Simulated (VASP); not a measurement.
# In8O11 (P1) in VASP: further runs

Runs on In8O11. Level: PBE. Tasks: single point.

All numbers are computed with VASP 6.6.1; they aren't measurements. Logs are shortened: lines on timing, memory, paths and dates and some standing lists are left out, and cuts for length are marked.

## 1. The cell of the first run

The typed cell holds 19 atoms: a = 5.521 Å, b = 5.895 Å, c = 8.093 Å, α = 93.35°, β = 91.92°, γ = 90.00°.

## 2. Single point, PBE

INCAR reads:

```
  ALGO = Normal
  EDIFF = 1E-6
  ENCUT = 520
  GGA = PE
  ISIF = 2
  ISMEAR = 0
  ISYM = 0
  LASPH = True
  LCHARG = False
  LREAL = Auto
  LWAVE = False
  NBANDS = 100
  NELM = 60
  PREC = Accurate
  SIGMA = 0.1
```

KPOINTS reads:

```
Automatic mesh
0
Gamma
  3 2 2
  0 0.5 0.5
```

POSCAR reads:

```
In8O11
1.0
   -2.6929316700     -4.8199984277      0.0513516071
   -2.8269738906      1.6317324734      4.9085965673
   -5.5308897948      3.3493863293     -4.8669767528
In O
8 11
Direct
    0.4935895153      0.2167756888      0.1427875994
    0.0148027493      0.7146163259      0.6292676456
    0.4967265906      0.7891602735      0.3561272865
    0.0134990899      0.2652640079      0.8536505844
    0.5369734998      0.7712888459      0.8733041906
    0.9960260965      0.2921844169      0.3565096990
    0.5003021182      0.2124458701      0.6463504966
    0.9750349393      0.7203881043      0.1203703350
    0.3383058063      0.8610789007      0.1014536550
    0.8528621874      0.3598597973      0.6086789148
    0.3473293153      0.1508130744      0.4023197543
    0.2916786984      0.5015945827      0.7570583873
    0.7902669362      0.0048580316      0.2546549867
    0.6532665661      0.1618381279      0.9007751654
    0.1460725373      0.6478105040      0.3901720248
    0.1393337408      0.3581965403      0.0982069314
    0.6568075700      0.8503898853      0.6062693992
    0.6961123798      0.5026266871      0.2509608066
    0.2144672872      0.9881571458      0.7526053042
```

Potentials or basis: VASP PAW PBE potentials, release 64 (In_d, O).

Run with:

```
> cat potpaw_PBE.64/In_d/POTCAR potpaw_PBE.64/O/POTCAR > POTCAR
> mpirun -np 1 vasp_std > vasp.out
```

OUTCAR:

```text
EDIFF = 1E-6
   ENCUT = 520
   GGA = PE
   ISIF = 2
   ISMEAR = 0
   ISYM = 0
   LASPH = True
   LREAL = Auto
   NELM = 60
   PREC = Accurate

 ion  position               nearest neighbor table
   1  0.494  0.217  0.143-  18 2.15  16 2.15  14 2.18  13 2.26   9 2.27  11 2.33   3 3.14   6 3.24
                             6 3.31   5 3.33   4 3.50   3 3.70   4 3.79   8 3.95   8 4.00   7 4.02
   2  0.015  0.715  0.629-  15 2.10  19 2.13  17 2.14  12 2.24  10 2.27   6 3.23   4 3.30   5 3.35
                             5 3.44   3 3.56   3 3.60   4 3.63   7 3.97   8 3.99   7 4.00
   3  0.497  0.789  0.356-  15 2.14  18 2.16  17 2.19  13 2.26   9 2.27  11 2.30   1 3.14   8 3.32
                             7 3.32   8 3.41   2 3.56   2 3.60   1 3.70   5 3.92   6 4.02
   4  0.013  0.265  0.854-  19 2.11  16 2.12  14 2.13  10 2.24  12 2.26   7 3.22   7 3.25   2 3.30
                             8 3.35   1 3.50   2 3.63   1 3.79   5 3.94   5 3.98   8 3.98
   5  0.537  0.771  0.873-   9 2.22  12 2.23  17 2.35  14 2.39  19 2.41   8 3.11   7 3.27   1 3.33
                             2 3.35   2 3.44   7 3.68   8 3.77   3 3.92   4 3.94   4 3.98
   6  0.996  0.292  0.357-  11 2.14  13 2.15  10 2.23  18 2.24  15 2.25  16 2.31   2 3.23   1 3.24
                             8 3.25   1 3.31   7 3.63   7 3.71   8 3.78   3 4.02
   7  0.500  0.212  0.646-  11 2.13  10 2.17  12 2.22  14 2.24  19 2.28  17 2.31   4 3.22   4 3.25
                             5 3.27   3 3.32   6 3.63   5 3.68   6 3.71   2 3.97   2 4.00   1 4.02
   8  0.975  0.720  0.120-   9 2.18  13 2.21  16 2.32  18 2.32  15 2.41   5 3.11   6 3.25   3 3.32
                             4 3.35   3 3.41   5 3.77   6 3.78   1 3.95   4 3.98   2 3.99   1 4.00
   9  0.338  0.861  0.101-   8 2.18   5 2.22   1 2.27   3 2.27
  10  0.853  0.360  0.609-   7 2.17   6 2.23   4 2.24   2 2.27
  11  0.347  0.151  0.402-   7 2.13   6 2.14   3 2.30   1 2.33
  12  0.292  0.502  0.757-   7 2.22   5 2.23   2 2.24   4 2.26
  13  0.790  0.005  0.255-   6 2.15   8 2.21   1 2.26   3 2.26
  14  0.653  0.162  0.901-   4 2.13   1 2.18   7 2.24   5 2.39
  15  0.146  0.648  0.390-   2 2.10   3 2.14   6 2.25   8 2.41
  16  0.139  0.358  0.098-   4 2.12   1 2.15   6 2.31   8 2.32
  17  0.657  0.850  0.606-   2 2.14   3 2.19   7 2.31   5 2.35
  18  0.696  0.503  0.251-   1 2.15   3 2.16   6 2.24   8 2.32
  19  0.214  0.988  0.753-   4 2.11   2 2.13   7 2.28   5 2.41

IMPORTANT INFORMATION: All symmetrisations will be switched off!
NOSYMM: (Re-)initialisation of all symmetry stuff for point group C_1.

----------------------------------------------------------------------------------------

                                     Primitive cell

  volume of cell :     262.8125

  direct lattice vectors                    reciprocal lattice vectors
    -2.692931670 -4.819998428  0.051351607    -0.092774855 -0.155653650 -0.001688258
    -2.826973891  1.631732473  4.908596567    -0.088606231  0.050950608  0.135756672
    -5.530889795  3.349386329 -4.866976753    -0.090342815  0.049744004 -0.068566581

  length of vectors
     5.521494617  5.894798767  8.092996566     0.181212811  0.169932053  0.123845332
[... 113 lines left out ...]
   IALGO  =     38    algorithm
   IMIX   =      4    mixing-type and parameters
     AMIX     =   0.40;   BMIX     =  1.00
     AMIX_MAG =   1.60;   BMIX_MAG =  1.00
  volume/ion in A,a.u.               =      13.83        93.34
  Fermi-wavevector in a.u.,A,eV,Ry     =   1.415824  2.675519 27.273646  2.004556
  Thomas-Fermi vector in A             =   2.537222
   LORBIT       =      0    0 simple, 1 ext, 2 COOP (PROOUT), +10 PAW based schemes
   GGA     = PE    functional components
   LHFCALC =     F    Hartree Fock is set to
   AEXX    =    0.0000 exact exchange contribution
   IVDW    =     0    specifies the selected vdW correction
   LEPSILON=     F    determine dielectric tensor
   LRPA    =     F    only Hartree local field effects (RPA)
 non-spin polarized calculation
 Gauss-broadening in eV      SIGMA  =   0.10
  energy-cutoff  :      520.00
  volume of cell :      262.81
 maximum number of plane-waves:      7089
 NGX is ok and might be reduce to    42
   NGX = 21   NGY = 21   NGZ = 31

 number of electron     170.0000007 magnetization

 Free energy of the ion-electron system (eV)
  ---------------------------------------------------
  ext. energy  EPLUGINS =         0.00000000
  ---------------------------------------------------
  free energy    TOTEN  =      -102.47169545 eV

  energy without entropy =     -102.47169545  energy(sigma->0) =     -102.47169545

 E-fermi :   6.8165     XC(G=0): -10.8891

 val. band max:        6.3658508505   @ k =  -0.3333   0.2500   0.2500
 cond. band min:       7.8943119679   @ k =  -0.0000   0.2500   0.2500
 fundamental gap:      1.5284611174
 Fermi energy:         6.8165199699

 k-point     1 :      -0.0000    0.2500    0.2500
  band No.  band energies     occupation
      1     -12.1586      2.00000
      2     -11.9396      2.00000
      3     -11.7091      2.00000
      4     -11.5783      2.00000
      5     -11.5493      2.00000
      6     -11.5159      2.00000
[... 589 lines left out ...]
     96      12.6469      0.00000
     97      13.0013      0.00000
 [bands above 97 left out]

------------------------ aborting loop because EDIFF is reached ----------------------------------------

  FORCE on cell =-STRESS in cart. coord.  units (eV):
  Direction    XX          YY          ZZ          XY          YZ          ZX
  --------------------------------------------------------------------------------------
  -------------------------------------------------------------------------------------
  Total        0.5279848      0.6811393      0.3829714     -0.1058587     -0.0425552     -0.1234326
  in kB        3.2187410      4.1524129      2.3346992     -0.6453436     -0.2594279     -0.7524790
  external PRESSURE =       3.2352844 kB  Pullay stress =       0.0000000 kB

 VOLUME and BASIS-vectors are now :
 -----------------------------------------------------------------------------
  energy-cutoff  :      520.00
  volume of cell :      262.81
      direct lattice vectors                 reciprocal lattice vectors
    -2.692931670 -4.819998428  0.051351607    -0.092774855 -0.155653650 -0.001688258
    -2.826973891  1.631732473  4.908596567    -0.088606231  0.050950608  0.135756672
    -5.530889795  3.349386329 -4.866976753    -0.090342815  0.049744004 -0.068566581

 POSITION                                       TOTAL-FORCE (eV/Angst)
 -----------------------------------------------------------------------------------
     -2.73176     -1.54713      0.39447         0.018772      0.004928      0.003045
     -5.54047      3.20237      0.44589        -0.006277      0.017272     -0.018142
     -5.53829      0.08628      2.16591         0.002243     -0.003879     -0.000466
     -5.50769      3.22698     -2.85193        -0.009842      0.004821      0.019256
     -8.45660      1.59536     -0.43683        -0.008102     -0.017814     -0.003777
     -5.48004     -3.12999     -0.24976         0.004521      0.007399      0.010781
[... 11 lines left out ...]
     -4.68353     -1.69454      1.28152        -0.011557     -0.001340      0.004738
     -7.53362      3.09944      1.19857        -0.010988     -0.028480     -0.009221
 -----------------------------------------------------------------------------------
    total drift:                                0.001444      0.027851      0.022854

  FREE ENERGIE OF THE ION-ELECTRON SYSTEM (eV)
  ---------------------------------------------------
  free  energy   TOTEN  =      -102.4716954470 eV

  energy  without entropy=     -102.4716954470  energy(sigma->0) =     -102.47169545
```

OSZICAR:

```text
N       E                     dE             d eps       ncg     rms          rms(c)
DAV:   1     0.277964771671E+04    0.27796E+04   -0.75384E+04  1208   0.241E+03
DAV:   2     0.594079388070E+03   -0.21856E+04   -0.21155E+04  1208   0.714E+02
DAV:   3    -0.390462293551E+02   -0.63313E+03   -0.60789E+03  1296   0.319E+02
DAV:   4    -0.119292933254E+03   -0.80247E+02   -0.78972E+02  1560   0.117E+02
DAV:   5    -0.121640435229E+03   -0.23475E+01   -0.23309E+01  1536   0.224E+01    0.301E+01
DAV:   6    -0.102386812956E+03    0.19254E+02   -0.88948E+01  1752   0.617E+01    0.263E+01
DAV:   7    -0.102637217216E+03   -0.25040E+00   -0.81346E+00  1480   0.121E+01    0.650E+00
DAV:   8    -0.102515671087E+03    0.12155E+00   -0.81823E-01  1816   0.401E+00    0.400E+00
DAV:   9    -0.102476250716E+03    0.39420E-01   -0.18399E-01  1872   0.340E+00    0.829E-01
DAV:  10    -0.102469991303E+03    0.62594E-02   -0.50582E-02  1632   0.166E+00    0.280E-01
DAV:  11    -0.102471101996E+03   -0.11107E-02   -0.87505E-03  1792   0.504E-01    0.220E-01
DAV:  12    -0.102471438788E+03   -0.33679E-03   -0.64967E-04  1672   0.144E-01    0.162E-01
DAV:  13    -0.102471694538E+03   -0.25575E-03   -0.55622E-04  1632   0.144E-01    0.264E-02
DAV:  14    -0.102471696099E+03   -0.15610E-05   -0.50066E-05  1688   0.511E-02    0.249E-02
DAV:  15    -0.102471695899E+03    0.20064E-06   -0.13517E-05  1376   0.194E-02    0.146E-02
DAV:  16    -0.102471695447E+03    0.45165E-06   -0.31155E-06   952   0.146E-02
   1 F= -.10247170E+03 E0= -.10247170E+03  d E =-.154768E-10
```

Run time: 5.7 min. Hardware: 1 thread of Intel Xeon Platinum 8259CL at 2.50GHz (Skylake/Cascade Lake), shared host; peak memory 0.38 GiB.

What came out:

- Free energy: -102.4717 eV
- Pressure: 0.3 GPa
- Largest force: 0.032 eV/Å
- Band gap on the k mesh: 1.53 eV, indirect (least direct gap 1.87 eV)

Forces in eV/Å, atoms in the order of the input:
```
In   0.019  0.005  0.003
In  -0.006  0.017 -0.018
In   0.002 -0.004  0.000
In  -0.010  0.005  0.019
In  -0.008 -0.018 -0.004
In   0.005  0.007  0.011
In  -0.005  0.001 -0.011
In   0.019 -0.002 -0.002
O   -0.004 -0.001  0.008
O   -0.007 -0.006  0.008
O    0.006 -0.016  0.000
O   -0.001  0.004 -0.002
O    0.003 -0.003 -0.011
O    0.012  0.015 -0.007
O    0.017 -0.011  0.012
O   -0.013  0.018  0.003
O   -0.004  0.017 -0.004
O   -0.012 -0.001  0.005
O   -0.011 -0.028 -0.009
```

Stress tensor (GPa, compression positive):
```
 0.32 -0.06 -0.08
-0.06  0.42 -0.03
-0.08 -0.03  0.23
```

Caveat: the k points lie up to 0.53 Å⁻¹ apart; spin-orbit coupling is left out, which moves the levels of the heavy elements. A k mesh can miss the band edges.

## 3. Single point, PBE

INCAR reads:

```
PREC = Accurate
ENCUT = 520
EDIFF = 1E-6
ISMEAR = 0
SIGMA = 0.1
LREAL = Auto
LASPH = T
NELM = 100
ALGO = Normal
ISIF = 2
LWAVE = F
LCHARG = T
GGA = PE
LELF = T
LVHAR = T
NBANDS = 100
ISYM = 0
```

KPOINTS is that of step 2.

POSCAR reads:

```
In8O11
1.0
   -2.8277690336     -4.7418041663     -0.0510977543
   -2.8271811627      1.6323263081      4.9088857681
   -5.6661450920      3.1152624195     -4.8666900004
In O
8 11
Direct
    0.4999883830      0.2108418863      0.1467558640
    1.0251523836      0.7186024473      0.6209689358
    0.4630654867      0.7695789071      0.3736742751
    0.0044434058      0.2904621008      0.8569786313
    0.5035901754      0.7875524528      0.8565606950
    0.9866126813      0.2630453259      0.3540155940
    0.5069352021      0.2151820045      0.6430926484
    0.9855958317      0.7128469033      0.1298524833
    0.3433782862      0.8490075370      0.1066364860
    0.8612796836      0.3566482487      0.5985890578
    0.8542836598      0.6462150363      0.8907325573
    0.3470504396      0.1607542503      0.4011283876
    0.3044178552      0.5009594910      0.7514456930
    0.7854610431      0.9863634468      0.2528899218
    0.6530353132      0.1492241941      0.9026746011
    0.1474185956      0.3582194623      0.1091404730
    0.6620125211      0.8595551534      0.6017992870
    0.7087737163      0.4997070769      0.2576125014
    0.2099967260      0.0031028148      0.7549893116
```

Potentials or basis: VASP PAW PBE potentials, release 64 (In_d, O).

Run with:

```
> cat potpaw_PBE.64/In_d/POTCAR potpaw_PBE.64/O/POTCAR > POTCAR
> mpirun -np 1 vasp_std > vasp.out
```

It took 5.1 min on 1 thread of Intel Xeon Platinum 8259CL at 2.50GHz (Skylake/Cascade Lake), shared host; peak memory 0.38 GiB.

It converged, with:

```yaml
Free_energy: -102.4714 eV
Pressure: 0.3 GPa
Largest_force: 0.035 eV/Å
Band_gap_on_the_k_mesh: 1.53 eV, indirect (least direct gap 1.87 eV)
```

Forces on the atoms (eV/Å):
```
In   0.001  0.005 -0.004
In   0.024 -0.024  0.011
In   0.010  0.024  0.001
In  -0.004 -0.003  0.008
In  -0.002  0.009  0.013
In  -0.018 -0.003  0.020
In   0.000 -0.012 -0.016
In  -0.009 -0.001 -0.006
O   -0.017 -0.007 -0.010
O   -0.022  0.008 -0.002
O    0.024 -0.016  0.011
O   -0.009 -0.023 -0.020
O   -0.002  0.014  0.002
O    0.015  0.016 -0.017
O    0.016  0.005 -0.005
O    0.003  0.006  0.008
O   -0.002  0.002  0.006
O   -0.004  0.004  0.007
O   -0.004 -0.004 -0.008
```

Stress tensor (GPa, compression positive):
```
 0.46  0.03 -0.01
 0.03  0.30  0.08
-0.01  0.08  0.21
```

Levels at points of the mesh, in eV from the valence-band top:
```csv
k point,band 81,band 82,band 83,band 84,band 85,band 86,band 87,band 88,band 89,band 90
"(0.00, 0.25, 0.25)",-1.69,-1.57,-1.55,-1.43,-0.41,1.53,2.58,3.23,3.62,4.12
```

Caveat: the k points lie up to 0.53 Å⁻¹ apart; spin-orbit coupling is left out, which moves the levels of the heavy elements. A k mesh can miss the band edges.

## 4. Single point, PBE

INCAR reads:

```
ALGO     = Normal         # electronic algorithm
EDIFF    = 1E-6           # SCF threshold, eV
ENCUT    = 520            # plane-wave cutoff, eV
GGA      = PE             # functional
ISIF     = 2              # what is computed and relaxed
ISMEAR   = 0              # smearing method
ISYM     = 0            
LASPH    = T              # aspherical terms in the spheres
LCHARG   = F              # write CHGCAR
LREAL    = Auto         
LWAVE    = F              # write WAVECAR
NBANDS   = 100            # bands
NELM     = 80             # most SCF steps
PREC     = Accurate       # precision mode
SIGMA    = 0.1            # smearing width, eV
```

KPOINTS reads:

```
k-points
0
Gamma
  3 3 2
```

POSCAR reads:

```
In8O11
1.0
   -2.6811016460     -4.8159544965      0.0551141026
   -2.8325127213      1.6365951456      4.9114474428
   -5.5241552782      3.3602621604     -4.8599812011
In O
8 11
Direct
    0.4933432713      0.2167130955      0.1426193237
    0.0151430719      0.7142143761      0.6296242704
    0.4966551007      0.7891997929      0.3559896769
    0.0137729825      0.2648970640      0.8536785260
    0.5388351314      0.7712651074      0.8738512758
    0.9958576736      0.2924546591      0.3564208838
    0.5002931237      0.2122275622      0.6463087262
    0.9735907078      0.7205527080      0.1193451453
    0.3380407804      0.8613328010      0.1009002679
    0.8530396103      0.3596689146      0.6084077995
    0.3474094549      0.1503208546      0.4020407042
    0.2932830396      0.5011194895      0.7576618726
    0.7906535370      0.0050147618      0.2546849072
    0.6527626555      0.1621552553      0.9008545368
    0.1455218013      0.6479856872      0.3902595932
    0.1388846154      0.3586669156      0.0983671464
    0.6568963803      0.8507348264      0.6064238470
    0.6948987886      0.5027083270      0.2511837257
    0.2145758974      0.9881146122      0.7529009382
```

Run with:

```
> cat potpaw_PBE.64/In_d/POTCAR potpaw_PBE.64/O/POTCAR > POTCAR
> mpirun -np 1 vasp_std > vasp.out
```

It took 6.5 min on 1 thread of Intel Xeon Platinum 8259CL at 2.50GHz (Skylake/Cascade Lake), shared host; peak memory 0.41 GiB.

Results (log left out):

```yaml
Free_energy: -102.4325 eV
Pressure: 0.4 GPa
Largest_force: 0.032 eV/Å
Band_gap_on_the_k_mesh: 0.72 eV, indirect (least direct gap 1.25 eV)
```

Forces on the atoms (eV/Å):
```
In   0.019  0.008 -0.010
In  -0.012 -0.004  0.003
In   0.006  0.002 -0.006
In  -0.008 -0.016  0.003
In   0.005 -0.004  0.000
In   0.000 -0.001  0.027
In   0.019  0.014 -0.010
In   0.017 -0.023 -0.003
O   -0.015  0.006  0.002
O   -0.032  0.002 -0.003
O   -0.006 -0.008 -0.004
O   -0.008  0.007  0.016
O   -0.013  0.012  0.003
O    0.010  0.002  0.002
O    0.011 -0.019 -0.003
O    0.000  0.020  0.010
O   -0.011  0.016 -0.018
O    0.002  0.002 -0.007
O    0.015 -0.014 -0.003
```

Stress tensor (GPa, compression positive):
```
0.40 0.11 0.00
0.11 0.45 0.00
0.00 0.00 0.30
```

Levels at points of the mesh, in eV from the valence-band top:
```csv
k point,band 83,band 84,band 85,band 86,band 87,band 88
"(0.00, 0.00, 0.00)",-1.67,-1.55,-1.47,1.43,2.38,3.31
"(0.00, 0.00, 0.50)",-1.64,-1.50,-0.52,0.72,2.54,3.22
```

Caveat: spin-orbit coupling is left out, which moves the levels of the heavy elements.

## 5. The runs side by side

| cell | k mesh | gap on the mesh (eV) | pressure (GPa) | largest force (eV/Å) |
| --- | --- | --- | --- | --- |
| a = 5.521, b = 5.895, c = 8.093 Å, angles 93.4, 91.9, 90.0°, 19 atoms | 3 × 2 × 2, shifted | 1.53 | 0.3 | 0.03 |
| a = 5.521, b = 5.895, c = 8.093 Å, angles 93.3, 88.1, 90.0°, 19 atoms | 3 × 2 × 2, shifted | 1.53 | 0.3 | 0.04 |
| a = 5.512, b = 5.901, c = 8.089 Å, angles 93.3, 92.1, 90.0°, 19 atoms | 3 × 3 × 2 | 0.72 | 0.4 | 0.03 |

Alike in all rows: task single point; level PBE; potentials or basis VASP PAW PBE potentials, release 64 (In_d, O); no spin polarisation; cutoff (eV) 520; smearing gaussian 0.1 eV.

Caveats: some runs use coarse meshes; spin-orbit coupling is left out, which moves the levels of the heavy elements.

Absolute energies hang on the potentials; compare differences alone.
